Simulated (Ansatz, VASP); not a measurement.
## MgO in VASP and in Ansatz

```
Mg O
1.0
     3.27184    0.00000    0.00000
    -1.63592    2.83350    0.00000
     0.00000    0.00000   11.83851
Mg O
4 4
Direct
  0.33333 0.66667 0.96949
  0.00000 0.00000 0.22082
  0.00000 0.00000 0.72082
  0.66667 0.33333 0.46949
  0.33333 0.66667 0.78004
  0.00000 0.00000 0.52964
  0.00000 0.00000 0.02964
  0.66667 0.33333 0.28004
```

Alike in both runs: task single point; functional PBE; k mesh 9 × 9 × 4; occupations gaussian, width 0.05 eV; no spin polarisation.

```csv
,VASP,Ansatz
version,VASP 6.6.1,Ansatz 0.2.0
potentials or method,"VASP PAW PBE potentials, release 64 (Mg, O), cutoff 520 eV","scalar-relativistic, plane waves, PAW"
valence electrons in the cell,32,64
```

Ansatz gave:

| Property | Result |
| --- | --- |
| gap on the k mesh at the Fermi level (eV) | 2.76 |
| least direct gap on the mesh (eV) | 2.76 |
| pressure (GPa) | -8.4 |
| traceless stress, the component that is largest in VASP (GPa) | -10.87 |
| rms of the force components (eV/Å) | 0.104 |

**Question.** What did VASP give for the same quantities?

**Answer.** gap on the k mesh at the Fermi level (eV): 2.74; least direct gap on the mesh (eV): 2.74; pressure (GPa): -8.9; traceless stress, the component that is largest in VASP (GPa): -11.01; rms of the force components (eV/Å): 0.104.

Atom by atom the forces differ by 0.000 eV/Å (rms over components). The functional is the same, so the differences come from potentials, cutoffs and numerics. VASP's potentials hold 32 valence electrons a cell and Ansatz's 64, so a difference there can come from the potentials and not from the codes.
